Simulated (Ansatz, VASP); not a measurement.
**TlH3S3: VASP beside Ansatz**

```
Tl S H
1.0
    14.00000    0.00000    0.00000
     0.00000   10.45000    0.00000
     0.00000    0.00000   13.29000
Tl S H
1 3 3
Direct
  0.49475 0.49144 0.50587
  0.40269 0.54428 0.66139
  0.41345 0.47534 0.33860
  0.66975 0.45292 0.52016
  0.32143 0.56902 0.60899
  0.32574 0.49521 0.37942
  0.67872 0.43062 0.41995
```

Alike in both runs: task single point; functional PBE; k mesh 1 × 1 × 1; occupations gaussian, width 0.01 eV; no spin polarisation.

|  | VASP | Ansatz |
| --- | --- | --- |
| version | VASP 6.6.1 | Ansatz 0.2.0 |
| potentials or method | VASP PAW PBE potentials, release 64 (Tl_d, S, H_h), cutoff 1000 eV | scalar-relativistic, plane waves, PAW |
| valence electrons in the cell | 34 | 34 |

|  | VASP | Ansatz | Ansatz less VASP |
| --- | --- | --- | --- |
| gap on the k mesh at the Fermi level (eV) | 2.59 | 2.58 | -0.014 |
| rms of the force components (eV/Å) | 0.130 | 0.100 | -0.0300 |

With one functional, cell and mesh, what is left measures potentials, basis and numerics.

Spin-orbit coupling is off throughout.
